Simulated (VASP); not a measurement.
# ZnSe (F-43m) in VASP: a series of runs

The runs below take ZnSe through single point, relaxation of cell and atoms, with r2SCAN.

Program: VASP 6.6.1. These are calculated values, not measurements. Logs are shortened: lines on timing, memory, paths and dates and some standing lists are left out, and cuts for length are marked.

## Step 1: The cell of the first run

The structure is cubic, space group F-43m (No. 216). Conventional cell: a = 5.665 Å, b = 5.665 Å, c = 5.665 Å, α = 90.00°, β = 90.00°, γ = 90.00°. Zn (site symmetry -43m) has 4 Se at 2.45 Å within 3.2 Å. Se (site symmetry -43m) has 4 Zn at 2.45 Å within 3.2 Å.

## Step 2: Single point, r2SCAN

Contents of POSCAR:

```
ZnSe
1.0
    0.0000000000      2.8324425000      2.8324425000
    2.8324425000      0.0000000000      2.8324425000
    2.8324425000      2.8324425000      0.0000000000
Zn Se
1 1
Direct
    0.0000000000      0.0000000000      0.0000000000
    0.2500000000      0.2500000000      0.2500000000
```

Contents of INCAR.step1:

```
PREC     = Accurate       # precision mode
ENCUT    = 520            # plane-wave cutoff, eV
ISMEAR   = 0              # smearing method
SIGMA    = 0.01           # smearing width, eV
LREAL    = F              # projectors in reciprocal space
LASPH    = T              # aspherical terms in the spheres
NELM     = 60             # most SCF steps
NBANDS   = 16             # bands
GGA      = PE             # functional
ALGO     = Normal         # electronic algorithm
EDIFF    = 1E-4           # SCF threshold, eV
LWAVE    = T              # write WAVECAR
LCHARG   = F              # write CHGCAR
```

Contents of INCAR.step2:

```
PREC     = Accurate       # precision mode
ENCUT    = 520            # plane-wave cutoff, eV
EDIFF    = 1E-6           # SCF threshold, eV
ISMEAR   = 0              # smearing method
SIGMA    = 0.01           # smearing width, eV
LREAL    = F              # projectors in reciprocal space
LASPH    = T              # aspherical terms in the spheres
NELM     = 60             # most SCF steps
ALGO     = Normal         # electronic algorithm
ISIF     = 2              # what is computed and relaxed
LWAVE    = F              # write WAVECAR
LCHARG   = F              # write CHGCAR
METAGGA  = R2SCAN         # meta-GGA
LMIXTAU  = T            
NBANDS   = 16             # bands
ISTART   = 1
```

Contents of KPOINTS:

```
regular mesh
0
Gamma
  9 9 9
```

Potentials or basis: VASP PAW PBE potentials, release 64 (Zn, Se).

Started as:

```console
$ cat potpaw_PBE.64/Zn/POTCAR potpaw_PBE.64/Se/POTCAR > POTCAR
$ cp INCAR.step1 INCAR
$ mpirun -np 1 vasp_std > vasp.out
$ cp INCAR.step2 INCAR
$ mpirun -np 1 vasp_std > vasp.out
```

OUTCAR:

```text
PREC = Accurate
   ENCUT = 520
   EDIFF = 1E-6
   ISMEAR = 0
   LREAL = F
   LASPH = T
   NELM = 60
   ISIF = 2
   METAGGA = R2SCAN
   ISTART = 1

 ion  position               nearest neighbor table
   1  0.000  0.000  0.000-   2 2.45   2 2.45   2 2.45   2 2.45
   2  0.250  0.250  0.250-   1 2.45   1 2.45   1 2.45   1 2.45

  LATTYP: Found a face centered cubic cell.
 ALAT       =     5.6648850000

  Lattice vectors:

 A1 = (   0.0000000000,   2.8324425000,   2.8324425000)
 A2 = (   2.8324425000,   0.0000000000,   2.8324425000)
 A3 = (   2.8324425000,   2.8324425000,   0.0000000000)

Analysis of symmetry for initial positions (statically):
=====================================================================
 Subroutine PRICEL returns:
 Original cell was already a primitive cell.

 Routine SETGRP: Setting up the symmetry group for a
 face centered cubic supercell.

 Subroutine GETGRP returns: Found 24 space group operations
 (whereof 24 operations were pure point group operations)
 out of a pool of 48 trial point group operations.

The static configuration has the point symmetry T_d .

Analysis of symmetry for dynamics (positions and initial velocities):
=====================================================================
 Subroutine PRICEL returns:
 Original cell was already a primitive cell.

 Routine SETGRP: Setting up the symmetry group for a
 face centered cubic supercell.

 Subroutine GETGRP returns: Found 24 space group operations
 (whereof 24 operations were pure point group operations)
 out of a pool of 48 trial point group operations.

The dynamic configuration has the point symmetry T_d .

 Subroutine INISYM returns: Found 24 space group operations
 (whereof 24 operations are pure point group operations),
 and found     1 'primitive' translations

----------------------------------------------------------------------------------------

                                     Primitive cell

  volume of cell :      45.4478

  direct lattice vectors                    reciprocal lattice vectors
     0.000000000  2.832442500  2.832442500    -0.176526090  0.176526090  0.176526090
     2.832442500  0.000000000  2.832442500     0.176526090 -0.176526090  0.176526090
     2.832442500  2.832442500  0.000000000     0.176526090  0.176526090 -0.176526090

  length of vectors
     4.005678598  4.005678598  4.005678598     0.305752157  0.305752157  0.305752157

  position of ions in fractional coordinates (direct lattice)
     0.000000000  0.000000000  0.000000000
     0.250000000  0.250000000  0.250000000

  ion indices of the primitive-cell ions
   primitive index   ion index
                 1           1
                 2           2

----------------------------------------------------------------------------------------

 KPOINTS: regular mesh

Automatic generation of k-mesh.
 Grid dimensions read from file:
 generate k-points for:    9    9    9

 Generating k-lattice:

  Cartesian coordinates                     Fractional coordinates (reciprocal lattice)
    -0.019614010  0.019614010  0.019614010     0.111111111  0.000000000  0.000000000
     0.019614010 -0.019614010  0.019614010     0.000000000  0.111111111  0.000000000
     0.019614010  0.019614010 -0.019614010     0.000000000  0.000000000  0.111111111

  Length of vectors
     0.033972462  0.033972462  0.033972462

  Shift w.r.t. Gamma in fractional coordinates (k-lattice)
     0.000000000  0.000000000  0.000000000

 Subroutine IBZKPT returns following result:
 ===========================================

 Found     35 irreducible k-points:

 Following reciprocal coordinates:
            Coordinates               Weight
  0.000000  0.000000  0.000000      1.000000
  0.111111  0.000000  0.000000      8.000000
  0.222222  0.000000  0.000000      8.000000
  0.333333  0.000000  0.000000      8.000000
  0.444444  0.000000  0.000000      8.000000
  0.111111  0.111111  0.000000      6.000000
[... 16 lines left out ...]
 -0.333333  0.333333  0.000000     12.000000
  0.444444  0.444444  0.000000      6.000000
 [... further k-points ...]
   k-points           NKPTS =     35   k-points in BZ     NKDIM =     35   number of bands    NBANDS=     16
   number of dos      NEDOS =    301   number of ions     NIONS =      2
   total plane-waves  NPLWV =  27000
   dimension x,y,z NGX =    30 NGY =   30 NGZ =   30
   dimension x,y,z NGXF=    60 NGYF=   60 NGZF=   60
   ions per type =               1   1
   NGX,Y,Z   is equivalent  to a cutoff of  12.45, 12.45, 12.45 a.u.
   NGXF,Y,Z  is equivalent  to a cutoff of  24.90, 24.90, 24.90 a.u.
 SYSTEM =  unknown system
   PREC   = accura    normal or accurate (medium, high low for compatibility)
   ISTART =      1    job   : 0-new  1-cont  2-samecut
   ICHARG =      0    charge: 1-file 2-atom 10-const
   ISPIN  =      1    spin polarized calculation?
   LNONCOLLINEAR =      F non collinear calculations
   LSORBIT =      F    spin-orbit coupling
   LASPH  =      T    aspherical Exc in radial PAW
   ENCUT  =  520.0 eV  38.22 Ry    6.18 a.u.   7.45  7.45  7.45*2*pi/ulx,y,z
   NELM   =     60;   NELMIN=  2; NELMDL=  0     # of ELM steps
   EDIFF  = 0.1E-05   stopping-criterion for ELM
   LREAL  =      F    real-space projection
   EDIFFG = 0.1E-04   stopping-criterion for IOM
   NSW    =      0    number of steps for IOM
   IBRION =     -1    ionic relax: 0-MD 1-quasi-New 2-CG
   NFREE  =      0    steps in history (QN), initial steepest desc. (CG)
   ISIF   =      2    stress and relaxation
   ISYM   =      2    0-nonsym 1-usesym 2-fastsym
   POTIM  = 0.5000    time-step for ionic-motion
   TEBEG  =    0.0;   TEEND  =   0.0 temperature during run
   PSTRESS=    0.0 pullay stress
   NELECT =      18.0000    total number of electrons
   NUPDOWN=      -1.0000    fix difference up-down
   EMIN   =  10.00;   EMAX   =-10.00  energy-range for DOS
   EFERMI =   0.00;   METHOD = LEGACY
   ISMEAR =     0;   SIGMA  =   0.01  broadening in eV -4-tet -1-fermi 0-gaus
   EFERMI_NEDOS =   21; number of points for ismear=-14 and -15
   IALGO  =     38    algorithm
   IMIX   =      4    mixing-type and parameters
     AMIX     =   0.40;   BMIX     =  1.00
     AMIX_MAG =   1.60;   BMIX_MAG =  1.00
  volume/ion in A,a.u.               =      22.72       153.35
  Fermi-wavevector in a.u.,A,eV,Ry     =   1.202249  2.271922 19.665910  1.445404
  Thomas-Fermi vector in A             =   2.338036
   LORBIT       =      0    0 simple, 1 ext, 2 COOP (PROOUT), +10 PAW based schemes
   METAGGA = R2SCAN    functional components
   LHFCALC =     F    Hartree Fock is set to
   AEXX    =    0.0000 exact exchange contribution
   IVDW    =     0    specifies the selected vdW correction
   LEPSILON=     F    determine dielectric tensor
   LRPA    =     F    only Hartree local field effects (RPA)
 non-spin polarized calculation
 Gauss-broadening in eV      SIGMA  =   0.01
  energy-cutoff  :      520.00
  volume of cell :       45.45
 maximum number of plane-waves:      1243
 NGX is ok and might be reduce to    30
   NGX = 15   NGY = 15   NGZ = 15

 number of electron      18.0000011 magnetization

 Free energy of the ion-electron system (eV)
  ---------------------------------------------------
  ext. energy  EPLUGINS =         0.00000000
  ---------------------------------------------------
  free energy    TOTEN  =       -24.90953400 eV

  energy without entropy =      -24.90953400  energy(sigma->0) =      -24.90953400

 E-fermi :   1.4407     XC(G=0):  -9.9270

 val. band max:        1.3103439299   @ k =   0.0000   0.0000   0.0000
 cond. band min:       3.1836774241   @ k =   0.0000   0.0000   0.0000
 fundamental gap:      1.8733334942
 Fermi energy:         1.4406787279

 k-point     1 :       0.0000    0.0000    0.0000
  band No.  band energies     occupation
      1     -12.4128      2.00000
      2      -5.3883      2.00000
      3      -5.3883      2.00000
      4      -5.3883      2.00000
      5      -4.9798      2.00000
      6      -4.9798      2.00000
[... 8 lines left out ...]
     15      13.3414      0.00000
     16      13.3414      0.00000

 k-point     2 :       0.1111    0.0000    0.0000
  band No.  band energies     occupation
      1     -12.3298      2.00000
      2      -5.3816      2.00000
      3      -5.3749      2.00000
      4      -5.3749      2.00000
      5      -4.9809      2.00000
      6      -4.9809      2.00000
[... 8 lines left out ...]
     15      12.6442      0.00000
     16      12.6628      0.00000

 k-point     3 :       0.2222    0.0000    0.0000
  band No.  band energies     occupation
      1     -12.1067      2.00000
      2      -5.3428      2.00000
      3      -5.3428      2.00000
      4      -5.3394      2.00000
      5      -4.9808      2.00000
      6      -4.9807      2.00000
[... 8 lines left out ...]
     15      12.2464      0.00000
     16      12.7899      0.00000

 k-point     4 :       0.3333    0.0000    0.0000
  band No.  band energies     occupation
      1     -11.8265      2.00000
      2      -5.3114      2.00000
      3      -5.3113      2.00000
      4      -5.2008      2.00000
      5      -4.9737      2.00000
      6      -4.9736      2.00000
[... 8 lines left out ...]
     15      12.9732      0.00000
     16      12.9732      0.00000
[... 324 lines left out ...]
 k-point    22 :      -0.4444    0.3333    0.0000
  band No.  band energies     occupation
      1     -11.3583      2.00000
      2      -5.2875      2.00000
      3      -5.1668      2.00000
      4      -5.0845      2.00000
      5      -4.9516      2.00000
      6      -4.7547      2.00000
[... 8 lines left out ...]
     15      14.6138      0.00000
     16      16.8995      0.00000

 k-point    23 :      -0.3333    0.3333    0.0000
  band No.  band energies     occupation
      1     -11.3865      2.00000
      2      -5.2750      2.00000
      3      -5.1967      2.00000
      4      -5.0262      2.00000
      5      -4.9717      2.00000
      6      -4.7521      2.00000
[... 8 lines left out ...]
     15      13.0718      0.00000
     16      17.7103      0.00000

 k-point    24 :       0.4444    0.4444    0.0000
  band No.  band energies     occupation
      1     -11.3561      2.00000
      2      -5.3346      2.00000
      3      -5.1307      2.00000
      4      -5.1307      2.00000
      5      -4.9310      2.00000
      6      -4.8428      2.00000
[... 8 lines left out ...]
     15      15.7454      0.00000
     16      16.9026      0.00000

 [... further k-points ...]
[... 5 lines left out ...]
  --------------------------------------------------------------------------------------
  -------------------------------------------------------------------------------------
  Total        0.0340052      0.0340052      0.0340052      0.0000000      0.0000000      0.0000000
  in kB        1.1987901      1.1987901      1.1987901      0.0000000      0.0000000      0.0000000
  external PRESSURE =       1.1987901 kB  Pullay stress =       0.0000000 kB

 VOLUME and BASIS-vectors are now :
 -----------------------------------------------------------------------------
  energy-cutoff  :      520.00
  volume of cell :       45.45
      direct lattice vectors                 reciprocal lattice vectors
     0.000000000  2.832442500  2.832442500    -0.176526090  0.176526090  0.176526090
     2.832442500  0.000000000  2.832442500     0.176526090 -0.176526090  0.176526090
     2.832442500  2.832442500  0.000000000     0.176526090  0.176526090 -0.176526090

 POSITION                                       TOTAL-FORCE (eV/Angst)
 -----------------------------------------------------------------------------------
      0.00000      0.00000      0.00000        -0.000000     -0.000000     -0.000000
      1.41622      1.41622      1.41622         0.000000      0.000000      0.000000
 -----------------------------------------------------------------------------------
    total drift:                                0.000022      0.000022      0.000022

  FREE ENERGIE OF THE ION-ELECTRON SYSTEM (eV)
  ---------------------------------------------------
  free  energy   TOTEN  =       -24.9095339954 eV

  energy  without entropy=      -24.9095339954  energy(sigma->0) =      -24.90953400
```

Wall time 3.1 min (1 thread of Intel Xeon 8259CL, shared host); peak memory 0.18 GiB.

What came out:

| Quantity | Value |
| --- | --- |
| Free energy | -24.9095 eV |
| Pressure | 0.1 GPa |
| Band gap on the k mesh | 1.87 eV |

Levels at points of the mesh, in eV from the valence-band top:
```csv
k point,band 5,band 6,band 7,band 8,band 9,band 10,band 11,band 12,band 13,band 14
"(0.00, 0.00, 0.00)",-6.29,-6.29,0.00,0.00,0.00,1.87,6.32,6.32,6.32,10.60
```

Caveat: the PAW data sets were made with another functional, which shifts forces and pressure a little.

## Step 3: Relaxation of cell and atoms, r2SCAN

POSCAR is that of step 2.

Contents of INCAR.step1:

```
PREC = Accurate
ENCUT = 600
ISMEAR = 0
SIGMA = 0.01
LREAL = False
LASPH = True
NELM = 80
GGA = PE
ALGO = Normal
EDIFF = 1E-4
LWAVE = True
LCHARG = False
```

Contents of INCAR.step2:

```
PREC = Accurate
ENCUT = 600
EDIFF = 1E-6
ISMEAR = 0
SIGMA = 0.01
LREAL = False
LASPH = True
NELM = 80
ALGO = Normal
ISIF = 3
LWAVE = False
LCHARG = False
METAGGA = R2SCAN
LMIXTAU = True
IBRION = 2
NSW = 80
EDIFFG = -0.005
ISTART = 1
```

Contents of KPOINTS:

```
Automatic mesh
0
Gamma
  9 9 9
```

Potentials or basis: VASP PAW PBE potentials, release 64 (Zn, Se).

Started as:

```console
$ cat potpaw_PBE.64/Zn/POTCAR potpaw_PBE.64/Se/POTCAR > POTCAR
$ cp INCAR.step1 INCAR
$ mpirun -np 1 vasp_std > vasp.out
$ cp INCAR.step2 INCAR
$ mpirun -np 1 vasp_std > vasp.out
```

Wall time 2.5 min (1 thread of Intel Xeon 8259CL, shared host); peak memory 0.21 GiB.

The run converged. Its results:

```yaml
Free_energy: -24.9110 eV
Relaxed_volume: 22.76 Å³/atom
Relaxed_cell: a = 4.008 Å, b = 4.008 Å, c = 4.008 Å, α = 60.00°, β = 60.00°, γ = 60.00°
Space_group_after_relaxing_to_0.1_Å: F-43m (No. 216)
Ionic_steps: 2
Pressure_after_relaxing: 0.0 GPa
Band_gap_on_the_k_mesh: 1.87 eV
```

Final structure:
```yaml
crystal:
  lattice:
    - [0.00000, 2.83392, 2.83392]
    - [2.83392, 0.00000, 2.83392]
    - [2.83392, 2.83392, 0.00000]
  atoms:
    - { symbol: Zn, position: [0.00000, 0.00000, 0.00000] }
    - { symbol: Se, position: [0.25000, 0.25000, 0.25000] }
```

Levels at points of the mesh, in eV from the valence-band top:
| k point | band 6 | band 7 | band 8 | band 9 | band 10 | band 11 | band 12 | band 13 |
| --- | --- | --- | --- | --- | --- | --- | --- | --- |
| (0.00, 0.00, 0.00) | -6.29 | 0.00 | 0.00 | 0.00 | 1.87 | 6.32 | 6.32 | 6.32 |

Caveat: the PAW data sets were made with another functional, which shifts forces and pressure a little.
